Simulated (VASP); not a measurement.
# ZrC (Imm2) in VASP: a series of runs

The runs below take ZrC through single point, with PBEsol.

All numbers are computed with VASP 6.6.1; they aren't measurements. Logs are shortened: lines on timing, memory, paths and dates and some standing lists are left out, and cuts for length are marked.

## Step 1: The cell of the first run

Symmetry: Imm2, No. 44, orthorhombic system. Conventional cell: a = 3.324 Å, b = 4.700 Å, c = 3.324 Å, α = 90.00°, β = 90.00°, γ = 90.00°. Zr (site symmetry mm2) has 6 C at 2.30 to 2.40 Å within 3.0 Å. C (site symmetry mm2) has 6 Zr at 2.30 to 2.40 Å within 3.0 Å.

## Step 2: Single point, PBEsol (all Zr atoms moved +0.075 Å, as atom 1 along Cartesian [1 -1 0])

INCAR reads:

```
SYSTEM = ZrC
  PREC = Accurate
  ENCUT = 520
  EDIFF = 1E-6
  ISMEAR = 0
  SIGMA = 0.15
  LREAL = .False.
  LASPH = .True.
  NELM = 100
  ALGO = Normal
  ISIF = 2
  LWAVE = .False.
  LCHARG = .False.
  GGA = PS
  NBANDS = 15
```

KPOINTS reads:

```
regular mesh
0
Gamma
  18 18 18
  0 0 0
```

POSCAR reads:

```
ZrC
1.0
    0.0000000000      2.3502100000      2.3502100000
    2.3502100000      0.0000000000      2.3502100000
    2.3502100000      2.3502100000      0.0000000000
Zr C
1 1
Direct
    0.4774347788      0.5225652212      0.5000000000
    0.0000000000      0.0000000000      0.0000000000
```

Potentials or basis: VASP PAW PBE potentials, release 64 (Zr_sv, C).

Command:

```console
> cat potpaw_PBE.64/Zr_sv/POTCAR potpaw_PBE.64/C/POTCAR > POTCAR
> mpirun -np 1 vasp_std > vasp.out
```

OUTCAR:

```text
SYSTEM = ZrC
   PREC = Accurate
   ENCUT = 520
   EDIFF = 1E-6
   ISMEAR = 0
   LREAL = .False.
   LASPH = .True.
   NELM = 100
   ISIF = 2
   GGA = PS

 ion  position               nearest neighbor table
   1  0.477  0.523  0.500-   2 2.30   2 2.30   2 2.35   2 2.35   2 2.40   2 2.40
   2  0.000  0.000  0.000-   1 2.30   1 2.30   1 2.35   1 2.35   1 2.40   1 2.40

  LATTYP: Found a face centered cubic cell.
 ALAT       =     4.7004200000

  Lattice vectors:

 A1 = (   0.0000000000,   2.3502100000,   2.3502100000)
 A2 = (   2.3502100000,   0.0000000000,   2.3502100000)
 A3 = (   2.3502100000,   2.3502100000,   0.0000000000)

Analysis of symmetry for initial positions (statically):
=====================================================================
 Subroutine PRICEL returns:
 Original cell was already a primitive cell.

 Routine SETGRP: Setting up the symmetry group for a
 face centered cubic supercell.

 Subroutine GETGRP returns: Found  4 space group operations
 (whereof  4 operations were pure point group operations)
 out of a pool of 48 trial point group operations.

The static configuration has the point symmetry C_2v.

Analysis of symmetry for dynamics (positions and initial velocities):
=====================================================================
 Subroutine PRICEL returns:
 Original cell was already a primitive cell.

 Routine SETGRP: Setting up the symmetry group for a
 face centered cubic supercell.

 Subroutine GETGRP returns: Found  4 space group operations
 (whereof  4 operations were pure point group operations)
 out of a pool of 48 trial point group operations.

The dynamic configuration has the point symmetry C_2v.

 Subroutine INISYM returns: Found  4 space group operations
 (whereof  4 operations are pure point group operations),
 and found     1 'primitive' translations

----------------------------------------------------------------------------------------

                                     Primitive cell

  volume of cell :      25.9627

  direct lattice vectors                    reciprocal lattice vectors
     0.000000000  2.350210000  2.350210000    -0.212746946  0.212746946  0.212746946
     2.350210000  0.000000000  2.350210000     0.212746946 -0.212746946  0.212746946
     2.350210000  2.350210000  0.000000000     0.212746946  0.212746946 -0.212746946

  length of vectors
     3.323698856  3.323698856  3.323698856     0.368488520  0.368488520  0.368488520

  position of ions in fractional coordinates (direct lattice)
     0.477434779  0.522565221  0.500000000
     0.000000000  0.000000000  0.000000000

  ion indices of the primitive-cell ions
   primitive index   ion index
                 1           1
                 2           2

[... 88 lines left out ...]
   IALGO  =     38    algorithm
   IMIX   =      4    mixing-type and parameters
     AMIX     =   0.40;   BMIX     =  1.00
     AMIX_MAG =   1.60;   BMIX_MAG =  1.00
  volume/ion in A,a.u.               =      12.98        87.60
  Fermi-wavevector in a.u.,A,eV,Ry     =   1.393151  2.632673 26.407131  1.940869
  Thomas-Fermi vector in A             =   2.516825
   LORBIT       =      0    0 simple, 1 ext, 2 COOP (PROOUT), +10 PAW based schemes
   GGA     = PS    functional components
   LHFCALC =     F    Hartree Fock is set to
   AEXX    =    0.0000 exact exchange contribution
   IVDW    =     0    specifies the selected vdW correction
   LEPSILON=     F    determine dielectric tensor
   LRPA    =     F    only Hartree local field effects (RPA)
 non-spin polarized calculation
 Gauss-broadening in eV      SIGMA  =   0.15
  energy-cutoff  :      520.00
  volume of cell :       25.96
 maximum number of plane-waves:       725
 NGX is ok and might be reduce to    28
   NGX = 13   NGY = 13   NGZ = 13

 number of electron      16.0000000 magnetization

 Free energy of the ion-electron system (eV)
  ---------------------------------------------------
  ext. energy  EPLUGINS =         0.00000000
  ---------------------------------------------------
  free energy    TOTEN  =       -20.54909450 eV

  energy without entropy =      -20.54566363  energy(sigma->0) =      -20.54737907

 E-fermi :   9.5194     XC(G=0): -12.2777

 val. band max:        9.5187040556   @ k =   0.0000   0.1111   0.0556
 cond. band min:       9.5195951353   @ k =   0.0000   0.2778   0.2222
 fundamental gap:      0.0008910797
 Fermi energy:         9.5193736630

 k-point     1 :       0.0000    0.0000    0.0000
  band No.  band energies     occupation
      1     -38.4819      2.00000
      2     -16.2245      2.00000
      3     -16.2242      2.00000
      4     -16.2239      2.00000
      5      -1.7832      2.00000
      6      10.0440      0.00000
      7      10.0643      0.00000
      8      10.3184      0.00000
      9      10.5457      0.00000
     10      10.9229      0.00000
     11      10.9478      0.00000
     12      12.3553      0.00000
     13      12.4525      0.00000
     14      16.7678      0.00000
[... 401 lines left out ...]
      2     -16.3115      2.00000
      3     -16.2437      2.00000
      4     -16.2363      2.00000
      5      -1.5288      2.00000
      6       8.7502      2.00000
      7       9.3689      1.84410
      8       9.5592      0.70730
      9      10.5013      0.00000
     10      11.4003      0.00000
     11      11.6269      0.00000
     12      12.9313      0.00000
     13      13.9717      0.00000
     14      17.3488      0.00000
     15      20.5561      0.00000

 [... further k-points ...]

------------------------ aborting loop because EDIFF is reached ----------------------------------------

  FORCE on cell =-STRESS in cart. coord.  units (eV):
  Direction    XX          YY          ZZ          XY          YZ          ZX
  --------------------------------------------------------------------------------------
  -------------------------------------------------------------------------------------
  Total       -0.5725991     -0.5725991     -0.6896528      0.0568080      0.0000000      0.0000000
  in kB      -35.3354995    -35.3354995    -42.5589685      3.5056610      0.0000000      0.0000000
  external PRESSURE =     -37.7433225 kB  Pullay stress =       0.0000000 kB

 VOLUME and BASIS-vectors are now :
 -----------------------------------------------------------------------------
  energy-cutoff  :      520.00
  volume of cell :       25.96
      direct lattice vectors                 reciprocal lattice vectors
     0.000000000  2.350210000  2.350210000    -0.212746946  0.212746946  0.212746946
     2.350210000  0.000000000  2.350210000     0.212746946 -0.212746946  0.212746946
     2.350210000  2.350210000  0.000000000     0.212746946  0.212746946 -0.212746946

 POSITION                                       TOTAL-FORCE (eV/Angst)
 -----------------------------------------------------------------------------------
      2.40324      2.29718      2.35021        -0.360425      0.360425      0.000000
      0.00000      0.00000      0.00000         0.360425     -0.360425      0.000000
 -----------------------------------------------------------------------------------
    total drift:                               -0.000106      0.000106      0.000000

  FREE ENERGIE OF THE ION-ELECTRON SYSTEM (eV)
  ---------------------------------------------------
  free  energy   TOTEN  =       -20.5490945044 eV

  energy  without entropy=      -20.5456636289  energy(sigma->0) =      -20.54737907
```

OSZICAR:

```text
N       E                     dE             d eps       ncg     rms          rms(c)
DAV:   1     0.989459741912E+02    0.98946E+02   -0.85970E+03 25981   0.108E+03
DAV:   2    -0.176751629798E+02   -0.11662E+03   -0.10930E+03 32831   0.287E+02
DAV:   3    -0.236449845762E+02   -0.59698E+01   -0.59303E+01 43561   0.549E+01
DAV:   4    -0.237939694060E+02   -0.14898E+00   -0.14891E+00 31529   0.603E+00
DAV:   5    -0.237955361424E+02   -0.15667E-02   -0.15667E-02 34521   0.557E-01    0.210E+01
DAV:   6    -0.206763390949E+02    0.31192E+01   -0.57103E+00 31378   0.218E+01    0.762E+00
DAV:   7    -0.205739834088E+02    0.10236E+00   -0.55938E-01 29719   0.559E+00    0.637E+00
DAV:   8    -0.205769457564E+02   -0.29623E-02   -0.29384E-01 32707   0.403E+00    0.421E+00
DAV:   9    -0.205492069886E+02    0.27739E-01   -0.53365E-02 29121   0.160E+00    0.451E-01
DAV:  10    -0.205491129359E+02    0.94053E-04   -0.32401E-03 34491   0.523E-01    0.108E-01
DAV:  11    -0.205490986030E+02    0.14333E-04   -0.14206E-04 29730   0.121E-01    0.368E-02
DAV:  12    -0.205490948647E+02    0.37383E-05   -0.31744E-06 33765   0.159E-02    0.872E-03
DAV:  13    -0.205490945044E+02    0.36030E-06   -0.11036E-06 27075   0.728E-03
   1 F= -.20549095E+02 E0= -.20547379E+02  d E =-.343088E-02
```

It took 6 min on 1 thread of Intel Xeon Platinum 8259CL at 2.50GHz (Skylake/Cascade Lake), shared host; peak memory 0.45 GiB.

What came out:

```yaml
Free_energy: -20.5491 eV
Pressure: -3.8 GPa
Largest_force: 0.510 eV/Å
Band_gap_on_the_k_mesh: zero (bands 8 and 9 overlap by 1.07 eV)
```

Forces on the atoms (eV/Å):
```
Zr  -0.360  0.360  0.000
C    0.360 -0.360  0.000
```

Stress tensor (GPa, compression positive):
```
-3.53  0.35  0.00
 0.35 -3.53  0.00
 0.00  0.00 -4.26
```

Caveat: the cell differs from its parent crystal (all Zr atoms moved +0.075 Å, as atom 1 along Cartesian [1 -1 0]); the cell stands under tension; the PAW data sets were made with another functional, which shifts forces and pressure a little.

## Step 3: Single point, PBEsol (all Zr atoms moved +0.113 Å, as atom 1 along Cartesian [1 -1 0])

INCAR reads:

```
SYSTEM = ZrC
  ALGO = Normal
  EDIFF = 1E-7
  ENCUT = 520
  GGA = PS
  ISIF = 2
  ISMEAR = 0
  LASPH = .TRUE.
  LCHARG = .FALSE.
  LREAL = .FALSE.
  LWAVE = .FALSE.
  NBANDS = 15
  NELM = 100
  PREC = Accurate
  SIGMA = 0.15
```

KPOINTS reads:

```
k-points
0
G
  18 18 18
  0 0 0
```

POSCAR: that of step 2 with these lines changed.

```diff
@@ -8,3 +8,3 @@
 Direct
-    0.4774347788      0.5225652212      0.5000000000
+    0.4661521682      0.5338478318      0.5000000000
     0.0000000000      0.0000000000      0.0000000000
```

Potentials or basis: VASP PAW PBE potentials, release 64 (Zr_sv, C).

Command:

```console
> cat potpaw_PBE.64/Zr_sv/POTCAR potpaw_PBE.64/C/POTCAR > POTCAR
> mpirun -np 1 vasp_std > vasp.out
```

It took 6.3 min on 1 thread of Intel Xeon Platinum 8259CL at 2.50GHz (Skylake/Cascade Lake), shared host; peak memory 0.45 GiB.

It converged, with:

| Property | Result |
| --- | --- |
| Free energy | -20.5256 eV |
| Pressure | -3.2 GPa |
| Largest force | 0.747 eV/Å |
| Band gap on the k mesh | zero (bands 8 and 9 overlap by 0.83 eV) |

Forces in eV/Å, atoms in the order of the input:
```
Zr  -0.528  0.528  0.000
C    0.528 -0.528  0.000
```

Stress tensor (GPa, compression positive):
```
-2.68  0.72  0.00
 0.72 -2.68  0.00
 0.00  0.00 -4.34
```

Levels at points of the mesh, in eV from the Fermi level:
| k point | band 5 | band 6 | band 7 | band 8 | band 9 | band 10 | band 11 | band 12 |
| --- | --- | --- | --- | --- | --- | --- | --- | --- |
| (0.00, 0.00, 0.00) | -11.32 | 0.27 | 0.31 | 0.64 | 0.99 | 1.56 | 1.63 | 2.88 |
| (0.50, 0.00, 0.00) | -8.23 | -5.37 | -3.01 | -2.99 | 4.42 | 4.45 | 5.25 | 6.44 |
| (0.00, 0.00, 0.50) | -8.21 | -5.38 | -2.97 | -2.93 | 4.40 | 4.42 | 5.26 | 6.29 |
| (0.50, 0.50, 0.00) | -10.13 | -2.12 | -2.09 | -0.04 | 0.29 | 4.49 | 5.61 | 5.61 |
| (0.00, 0.50, 0.50) | -10.13 | -2.10 | -1.99 | 0.00 | 0.15 | 4.45 | 5.61 | 5.61 |

Caveat: the cell differs from its parent crystal (all Zr atoms moved +0.113 Å, as atom 1 along Cartesian [1 -1 0]); the cell stands under tension; the PAW data sets were made with another functional, which shifts forces and pressure a little.
